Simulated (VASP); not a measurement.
# Mo4C in VASP: notebook

Runs on Mo4C. Level: PBEsol. Tasks: relaxation of the atoms.

Program: VASP 6.6.1. These are calculated values, not measurements. Logs are shortened: lines on timing, memory, paths and dates and some standing lists are left out, and cuts for length are marked.

### 1 The cell of the first run

The cell holds a slab with vacuum, 5 atoms: a = 3.129 Å, b = 3.129 Å, c = 20.043 Å, α = 90.00°, β = 90.00°, γ = 90.00°.

### 2 Relaxation of the atoms, PBEsol

File INCAR:

```
SYSTEM = Mo4C
PREC = Accurate ; ENCUT = 520
EDIFF = 1E-6 ; ISMEAR = 0
SIGMA = 0.1 ; LREAL = .FALSE.
LASPH = .TRUE. ; NELM = 100
ALGO = Normal ; ISIF = 2
LWAVE = .FALSE. ; LCHARG = .FALSE.
LDIPOL = .TRUE. ; IDIPOL = 3
DIPOL = 0.5 0.5 0.349 ; GGA = PS
IBRION = 2 ; NSW = 36
EDIFFG = -0.025
```

File KPOINTS:

```
regular mesh
0
G
  9 9 1
  0 0 0
```

File POSCAR:

```
Mo4C
1.0
    3.1294301618      0.0000000000      0.0000000000
    0.0000000000      3.1294301618      0.0000000000
    0.0000000000      0.0000000000     20.0433475010
Mo C
4 1
Selective dynamics
Direct
    0.5000000000      0.5000000000      0.1995674625  F F F
    0.0000000000      0.0000000000      0.2776340170  F F F
    0.5000000000      0.5000000000      0.3579998479  F F F
    0.0000000000      0.0000000000      0.4262435454  F F F
    0.3750000000      0.3750000000      0.4811245976  F F T
```

Potentials or basis: VASP PAW PBE potentials, release 64 (Mo_sv, C).

Started as:

```sh
cat potpaw_PBE.64/Mo_sv/POTCAR potpaw_PBE.64/C/POTCAR > POTCAR
mpirun -np 1 vasp_std > vasp.out
```

OUTCAR:

```text
SYSTEM = Mo4C
   PREC = Accurate
   ENCUT = 520
   EDIFF = 1E-6
   ISMEAR = 0
   LREAL = .FALSE.
   LASPH = .TRUE.
   NELM = 100
   ISIF = 2
   GGA = PS
   IBRION = 2
   NSW = 36
   EDIFFG = -0.025

 ion  position               nearest neighbor table
   1  0.500  0.500  0.200-   2 2.71   2 2.71   2 2.71   2 2.71   3 3.18
   2  0.000  0.000  0.278-   1 2.71   1 2.71   1 2.71   1 2.71   3 2.74   3 2.74   3 2.74   3 2.74
                             4 2.98
   3  0.500  0.500  0.358-   5 2.53   4 2.60   4 2.60   4 2.60   4 2.60   2 2.74   2 2.74   2 2.74
                             2 2.74   1 3.18
   4  0.000  0.000  0.426-   5 1.99   5 2.53   5 2.53   3 2.60   3 2.60   3 2.60   3 2.60   2 2.98

   5  0.375  0.375  0.481-   4 1.99   3 2.53   4 2.53   4 2.53

  LATTYP: Found a simple tetragonal cell.
 ALAT       =     3.1294301618
 C/A-ratio  =     6.4047914364

  Lattice vectors:

 A1 = (   3.1294301618,   0.0000000000,   0.0000000000)
 A2 = (   0.0000000000,   3.1294301618,   0.0000000000)
 A3 = (   0.0000000000,   0.0000000000,  20.0433475010)

Analysis of symmetry for initial positions (statically):
=====================================================================
 Subroutine PRICEL returns:
 Original cell was already a primitive cell.

 Routine SETGRP: Setting up the symmetry group for a
 simple tetragonal supercell.

 Subroutine GETGRP returns: Found  2 space group operations
 (whereof  2 operations were pure point group operations)
 out of a pool of 16 trial point group operations.

The static configuration has the point symmetry C_1h.

Analysis of symmetry for dynamics (positions and initial velocities):
=====================================================================
 Subroutine PRICEL returns:
 Original cell was already a primitive cell.

 Routine SETGRP: Setting up the symmetry group for a
 simple tetragonal supercell.

 Subroutine GETGRP returns: Found  2 space group operations
 (whereof  2 operations were pure point group operations)
 out of a pool of 16 trial point group operations.

The dynamic configuration has the point symmetry C_1h.

Analysis of constrained symmetry for selective dynamics:
=====================================================================
 Subroutine PRICEL returns:
 Original cell was already a primitive cell.

 Routine SETGRP: Setting up the symmetry group for a
 simple tetragonal supercell.

 Subroutine GETGRP returns: Found  2 space group operations
 (whereof  2 operations were pure point group operations)
 out of a pool of 16 trial point group operations.

The constrained configuration has the point symmetry C_1h.

 Subroutine INISYM returns: Found  2 space group operations
 (whereof  2 operations are pure point group operations),
 and found     1 'primitive' translations

----------------------------------------------------------------------------------------

                                     Primitive cell

  volume of cell :     196.2912

  direct lattice vectors                    reciprocal lattice vectors
     3.129430162  0.000000000  0.000000000     0.319546994  0.000000000  0.000000000
     0.000000000  3.129430162  0.000000000     0.000000000  0.319546994  0.000000000
     0.000000000  0.000000000 20.043347501     0.000000000  0.000000000  0.049891866

  length of vectors
     3.129430162  3.129430162 20.043347501     0.319546994  0.319546994  0.049891866

  position of ions in fractional coordinates (direct lattice)
     0.500000000  0.500000000  0.199567462
     0.000000000  0.000000000  0.277634017
     0.500000000  0.500000000  0.357999848
     0.000000000  0.000000000  0.426243545
     0.375000000  0.375000000  0.481124598

  ion indices of the primitive-cell ions
   primitive index   ion index
                 1           1
                 2           2
                 3           3
                 4           4
                 5           5

----------------------------------------------------------------------------------------

 KPOINTS: regular mesh

Automatic generation of k-mesh.
 Grid dimensions read from file:
 generate k-points for:    9    9    1

 Generating k-lattice:

  Cartesian coordinates                     Fractional coordinates (reciprocal lattice)
     0.035505222  0.000000000  0.000000000     0.111111111  0.000000000  0.000000000
     0.000000000  0.035505222  0.000000000     0.000000000  0.111111111  0.000000000
     0.000000000  0.000000000  0.049891866     0.000000000  0.000000000  1.000000000

  Length of vectors
     0.035505222  0.035505222  0.049891866

  Shift w.r.t. Gamma in fractional coordinates (k-lattice)
     0.000000000  0.000000000  0.000000000

 Subroutine IBZKPT returns following result:
 ===========================================

 Found     25 irreducible k-points:

 Following reciprocal coordinates:
            Coordinates               Weight
  0.000000  0.000000  0.000000      1.000000
  0.111111  0.000000  0.000000      4.000000
  0.222222  0.000000  0.000000      4.000000
  0.333333  0.000000  0.000000      4.000000
  0.444444  0.000000  0.000000      4.000000
  0.111111  0.111111  0.000000      2.000000
[... 16 lines left out ...]
 -0.333333  0.444444  0.000000      4.000000
  0.444444  0.444444  0.000000      2.000000
   k-points           NKPTS =     25   k-points in BZ     NKDIM =     25   number of bands    NBANDS=     36
   number of dos      NEDOS =    301   number of ions     NIONS =      5
   total plane-waves  NPLWV =  86400
   dimension x,y,z NGX =    24 NGY =   24 NGZ =  150
   dimension x,y,z NGXF=    48 NGYF=   48 NGZF=  300
   ions per type =               4   1
   NGX,Y,Z   is equivalent  to a cutoff of  12.75, 12.75, 12.44 a.u.
   NGXF,Y,Z  is equivalent  to a cutoff of  25.50, 25.50, 24.88 a.u.
 SYSTEM =  Mo4C
   PREC   = accura    normal or accurate (medium, high low for compatibility)
   ISTART =      0    job   : 0-new  1-cont  2-samecut
   ICHARG =      2    charge: 1-file 2-atom 10-const
   ISPIN  =      1    spin polarized calculation?
   LNONCOLLINEAR =      F non collinear calculations
   LSORBIT =      F    spin-orbit coupling
   LASPH  =      T    aspherical Exc in radial PAW
   ENCUT  =  520.0 eV  38.22 Ry    6.18 a.u.   5.82  5.82 37.27*2*pi/ulx,y,z
   NELM   =    100;   NELMIN=  2; NELMDL= -5     # of ELM steps
   EDIFF  = 0.1E-05   stopping-criterion for ELM
   LREAL  =      F    real-space projection
   EDIFFG = -.3E-01   stopping-criterion for IOM
   NSW    =     36    number of steps for IOM
   IBRION =      2    ionic relax: 0-MD 1-quasi-New 2-CG
   NFREE  =      1    steps in history (QN), initial steepest desc. (CG)
   ISIF   =      2    stress and relaxation
   ISYM   =      2    0-nonsym 1-usesym 2-fastsym
   POTIM  = 0.5000    time-step for ionic-motion
   TEBEG  =    0.0;   TEEND  =   0.0 temperature during run
   PSTRESS=    0.0 pullay stress
   NELECT =      60.0000    total number of electrons
   NUPDOWN=      -1.0000    fix difference up-down
   EMIN   =  10.00;   EMAX   =-10.00  energy-range for DOS
   EFERMI =   0.00;   METHOD = LEGACY
   ISMEAR =     0;   SIGMA  =   0.10  broadening in eV -4-tet -1-fermi 0-gaus
   EFERMI_NEDOS =   21; number of points for ismear=-14 and -15
   IALGO  =     38    algorithm
   IMIX   =      4    mixing-type and parameters
     AMIX     =   0.40;   BMIX     =  1.00
     AMIX_MAG =   1.60;   BMIX_MAG =  1.00
  volume/ion in A,a.u.               =      39.26       264.93
  Fermi-wavevector in a.u.,A,eV,Ry     =   1.102787  2.083965 16.546579  1.216139
  Thomas-Fermi vector in A             =   2.239235
   LORBIT       =      0    0 simple, 1 ext, 2 COOP (PROOUT), +10 PAW based schemes
   GGA     = PS    functional components
   LHFCALC =     F    Hartree Fock is set to
   AEXX    =    0.0000 exact exchange contribution
   IVDW    =     0    specifies the selected vdW correction
   LEPSILON=     F    determine dielectric tensor
   LRPA    =     F    only Hartree local field effects (RPA)
 conjugate gradient relaxation of ions
 non-spin polarized calculation
 Gauss-broadening in eV      SIGMA  =   0.10
  energy-cutoff  :      520.00
  volume of cell :      196.29
 maximum number of plane-waves:      5322
   NGX = 11   NGY = 11   NGZ = 75

 dipolmoment           0.000000      0.000000     -0.327071 electrons x Angstroem

--------------------------------------- Ionic step        1  -------------------------------------------

 number of electron      59.9999997 magnetization

 Free energy of the ion-electron system (eV)
  ---------------------------------------------------
  ext. energy  EPLUGINS =         0.00000000
  ---------------------------------------------------
  free energy    TOTEN  =       -50.77759056 eV

  energy without entropy =      -50.75567254  energy(sigma->0) =      -50.76663155

------------------------ aborting loop because EDIFF is reached ----------------------------------------

  FORCE on cell =-STRESS in cart. coord.  units (eV):
  Direction    XX          YY          ZZ          XY          YZ          ZX
  --------------------------------------------------------------------------------------
  -------------------------------------------------------------------------------------
  Total       -5.6324019     -5.6324019     -3.5284178      1.1909657      1.1400648      1.1400645
  in kB      -45.9730623    -45.9730623    -28.7998220      9.7209576      9.3054919      9.3054892
  external PRESSURE =     -40.2486489 kB  Pullay stress =       0.0000000 kB
[... 141 lines left out ...]
  energy  without entropy=      -51.4770532026  energy(sigma->0) =      -51.48661633

--------------------------------------- Ionic step        5  -------------------------------------------

 number of electron      59.9999997 magnetization

 dipolmoment           0.000000      0.000000      0.082236 electrons x Angstroem

 Free energy of the ion-electron system (eV)
  ---------------------------------------------------
  ext. energy  EPLUGINS =         0.00000000
  ---------------------------------------------------
  free energy    TOTEN  =       -51.49623203 eV

  energy without entropy =      -51.47712377  energy(sigma->0) =      -51.48667790

 E-fermi :   1.1080     XC(G=0):  -5.6375

 val. band max:        1.1061815078   @ k =  -0.2222   0.3333   0.0000
 cond. band min:       1.1164485901   @ k =  -0.2222   0.2222   0.0000
 fundamental gap:      0.0102670823
 Fermi energy:         1.1079884204

 k-point     1 :       0.0000    0.0000    0.0000
  band No.  band energies     occupation
      1     -60.1011      2.00000
      2     -59.7507      2.00000
      3     -59.5962      2.00000
      4     -59.4290      2.00000
      5     -34.5773      2.00000
      6     -34.3806      2.00000
[... 925 lines left out ...]
     35       3.3168      0.00000
     36       3.5046      0.00000

 [... further k-points ...]

------------------------ aborting loop because EDIFF is reached ----------------------------------------

 vacuum level on the upper side and lower side of the slab       (xc-potential included)         0.731        -0.749

  FORCE on cell =-STRESS in cart. coord.  units (eV):
  Direction    XX          YY          ZZ          XY          YZ          ZX
  --------------------------------------------------------------------------------------
  -------------------------------------------------------------------------------------
  Total       -1.9403723     -1.9403723      2.6140501      3.8277761      1.9675820      1.9675820
  in kB      -15.8378001    -15.8378001     21.3365256     31.2432585     16.0598926     16.0598924
  external PRESSURE =      -3.4463582 kB  Pullay stress =       0.0000000 kB

 VOLUME and BASIS-vectors are now :
 -----------------------------------------------------------------------------
  energy-cutoff  :      520.00
  volume of cell :      196.29
      direct lattice vectors                 reciprocal lattice vectors
     3.129430162  0.000000000  0.000000000     0.319546994  0.000000000  0.000000000
     0.000000000  3.129430162  0.000000000     0.000000000  0.319546994  0.000000000
     0.000000000  0.000000000 20.043347501     0.000000000  0.000000000  0.049891866
[... 11 lines left out ...]
  FREE ENERGIE OF THE ION-ELECTRON SYSTEM (eV)
  ---------------------------------------------------
  free  energy   TOTEN  =       -51.4962320279 eV

  energy  without entropy=      -51.4771237750  energy(sigma->0) =      -51.48667790

 reached required accuracy - stopping structural energy minimisation

 vacuum level on the upper side and lower side of the slab         6.656         5.137
```

It took 26 min on 1 thread of Intel Xeon 8259CL, shared host; peak memory 0.38 GiB.

What came out:

- Free energy: -51.4962 eV
- Energy gained by relaxing: 143.7 meV/atom
- Ionic steps: 5
- Band gap on the k mesh: zero (bands 30 and 31 overlap by 1.56 eV)

Step by step:
| step | energy change (eV) | largest force on free atoms (eV/Å) | pressure (GPa) |
| --- | --- | --- | --- |
| 1 | 0.0000 | 3.1989 | -4.02 |
| 2 | -0.4326 | 2.3055 | -2.87 |
| 3 | -0.7177 | 0.1507 | -0.52 |
| 4 | -0.7186 | 0.0356 | -0.32 |
| 5 | -0.7186 | 0.0080 | -0.34 |

Final structure:
```yaml
crystal:
  lattice:
    - [3.12943, 0.00000, 0.00000]
    - [0.00000, 3.12943, 0.00000]
    - [0.00000, 0.00000, 20.04335]
  atoms:
    - { symbol: Mo, position: [0.50000, 0.50000, 0.19957] }
    - { symbol: Mo, position: [0.00000, 0.00000, 0.27763] }
    - { symbol: Mo, position: [0.50000, 0.50000, 0.35800] }
    - { symbol: Mo, position: [0.00000, 0.00000, 0.42624] }
    - { symbol: C, position: [0.37500, 0.37500, 0.46190] }
```

Caveat: the PAW data sets were made with another functional, which shifts forces and pressure a little.

### 3 Relaxation of the atoms, PBEsol

File INCAR:

```
PREC = Accurate ; ENCUT = 520
EDIFF = 1E-7 ; ISMEAR = 0
SIGMA = 0.1 ; LREAL = F
LASPH = T ; NELM = 60
ALGO = Normal ; ISIF = 2
LWAVE = F ; LCHARG = F
LDIPOL = T ; IDIPOL = 3
DIPOL = 0.5 0.5 0.355 ; GGA = PS
IBRION = 2 ; NSW = 36
EDIFFG = -0.025
```

File KPOINTS:

```
regular mesh
0
Gamma
  9 9 1
```

POSCAR, as its differences from that of step 2:

```diff
@@ -13,2 +13,2 @@
     0.0000000000      0.0000000000      0.4262435454  F F F
-    0.3750000000      0.3750000000      0.4811245976  F F T
+    0.1250000000      0.1250000000      0.5130553916  F F T
```

Potentials or basis: VASP PAW PBE potentials, release 64 (Mo_sv, C).

Started as:

```sh
cat potpaw_PBE.64/Mo_sv/POTCAR potpaw_PBE.64/C/POTCAR > POTCAR
mpirun -np 1 vasp_std > vasp.out
```

It took 3.3 min on 1 thread of Intel Xeon 6975P-C (Granite Rapids), shared host; peak memory 0.37 GiB.

Results (log left out):

| Property | Result |
| --- | --- |
| Free energy | -48.6143 eV |
| Energy gained by relaxing | 0.3 meV/atom |
| Ionic steps | 2 |
| Band gap on the k mesh | zero (bands 30 and 31 overlap by 0.50 eV) |

The path:
| step | energy change (eV) | largest force on free atoms (eV/Å) | pressure (GPa) |
| --- | --- | --- | --- |
| 1 | 0.0000 | 0.2461 | -2.26 |
| 2 | -0.0016 | 0.0220 | -2.10 |

Final structure:
```
Mo C
1.0
     3.12943    0.00000    0.00000
     0.00000    3.12943    0.00000
     0.00000    0.00000   20.04335
Mo C
4 1
Direct
  0.50000 0.50000 0.19957
  0.00000 0.00000 0.27763
  0.50000 0.50000 0.35800
  0.00000 0.00000 0.42624
  0.12500 0.12500 0.51246
```

Levels at points of the mesh, in eV from the Fermi level:
```
           k point  band 27  band 28  band 29  band 30  band 31  band 32  band 33  band 34
(0.00, 0.00, 0.00)    -0.96    -0.94    -0.61    -0.12    -0.05     0.41     0.41     0.59
```

Caveat: the PAW data sets were made with another functional, which shifts forces and pressure a little.
